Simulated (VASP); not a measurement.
## Li3BH6: single point with PBE

The system is Li3BH6.

```
Li B H
1.0
    -2.63954    2.78832    2.79039
     2.63954   -2.78832    2.79039
     2.63954    2.78832   -2.79039
Li B H
3 1 6
Direct
  0.00000 0.00000 0.00000
  0.72369 0.22369 0.50000
  0.27631 0.77631 0.50000
  0.50000 0.50000 0.00000
  0.51662 0.70685 0.80977
  0.89708 0.70685 0.19023
  0.48338 0.29315 0.19023
  0.10292 0.29315 0.80977
  0.50000 0.25870 0.75870
  0.50000 0.74130 0.24130
```

| Property | Result |
| --- | --- |
| Program | VASP 6.6.1 |
| Task | single point |
| Functional | PBE |
| Potentials or basis | VASP PAW PBE potentials, release 64 (Li_sv, B, H) |
| Cutoff | 520 eV |
| k mesh | 8 × 8 × 8 |
| Occupations | gaussian, width 0.02 eV |
| Spin | no spin polarisation |
| Dipole correction | no |
| Further INCAR settings | ALGO = Normal; EDIFF = 1e-06; NBANDS = 20 |

The largest force is 0.019 eV/Å and the band gap on the k mesh is 0.87 eV, indirect (least direct gap 1.15 eV).

Forces on the atoms (eV/Å):
```
Li   0.000  0.000  0.000
Li   0.000  0.000  0.007
Li   0.000  0.000 -0.007
B    0.000  0.000  0.000
H    0.000 -0.001 -0.006
H    0.000  0.001 -0.006
H    0.000  0.001  0.006
H    0.000 -0.001  0.006
H   -0.019  0.000  0.000
H    0.019  0.000  0.000
```

Levels at points of the mesh, in eV from the valence-band top:
| k point | band 5 | band 6 | band 7 | band 8 | band 9 | band 10 | band 11 | band 12 | band 13 | band 14 |
| --- | --- | --- | --- | --- | --- | --- | --- | --- | --- | --- |
| (0.00, 0.00, 0.00) | -5.56 | -4.42 | -3.76 | -1.83 | -1.13 | 0.87 | 2.49 | 3.99 | 4.76 | 5.17 |
| (0.50, 0.00, 0.00) | -5.81 | -5.77 | -3.96 | -2.05 | -1.13 | 2.29 | 3.42 | 3.98 | 4.27 | 6.07 |
| (0.00, 0.50, 0.00) | -6.57 | -4.79 | -4.39 | -2.13 | -0.90 | 1.91 | 3.42 | 4.40 | 5.30 | 5.99 |
| (0.50, 0.50, 0.00) | -6.50 | -5.15 | -4.44 | -1.30 | -0.98 | 2.38 | 2.48 | 3.60 | 5.87 | 5.98 |
| (0.50, 0.50, 0.50) | -6.05 | -5.62 | -5.45 | -2.45 | 0.00 | 1.15 | 3.41 | 4.00 | 5.94 | 6.04 |

Run time: 79 s on 1 thread of AMD EPYC 9R45 (Zen 5), on a shared host, peak memory 0.25 GiB.

 A k mesh can miss the band edges.
